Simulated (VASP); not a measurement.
A run of VASP 6.6.1 is set up as follows.

INCAR

```
SYSTEM = SnSe2
ALGO = Normal
EDIFF = 1E-7
ENCUT = 520
GGA = PS
ISIF = 2
ISMEAR = 0
LASPH = .TRUE.
LCHARG = .TRUE.
LELF = .TRUE.
LREAL = .FALSE.
LVHAR = .TRUE.
LWAVE = .FALSE.
NBANDS = 20
NELM = 80
PREC = Accurate
SIGMA = 0.05
```

Contents of KPOINTS:

```
k-points
0
G
  6 6 4
  0 0 0
```

The input POSCAR:

```
SnSe2
1.0
    3.8109987816      0.0000000000      0.0000000000
   -1.9054993908      3.3004217586      0.0000000000
    0.0000000000      0.0000000000      6.1370000000
Sn Se
1 2
Direct
    0.0000000000      0.0000000000      0.0000000000
    0.2455331159      0.6023924466      0.2011161805
    0.6666666667      0.3333333333      0.7500000000
```

Potentials or basis: VASP PAW PBE potentials, release 64 (Sn_d, Se).

Launch:

```console
$ cat potpaw_PBE.64/Sn_d/POTCAR potpaw_PBE.64/Se/POTCAR > POTCAR
$ mpirun -np 1 vasp_std > vasp.out
```

Question: Estimate the largest force.

Answer: 4.849 eV/Å.

Question: Estimate the band gap on the k mesh.

Answer: 0.39 eV, indirect (least direct gap 0.77 eV).

Question: Estimate the pressure.

Answer: 11.6 GPa.

Stress tensor (GPa, compression positive):
```
 7.62 -2.65  3.65
-2.65 13.29  5.36
 3.65  5.36 14.04
```

Caveat: the cell differs from its parent crystal (atom 2 (Se) moved by (-0.300, -0.300) A along [1 1 0] and z); the PAW data sets were made with another functional, which shifts forces and pressure a little; spin-orbit coupling is left out, which moves the levels of the heavy elements. A k mesh can miss the band edges.
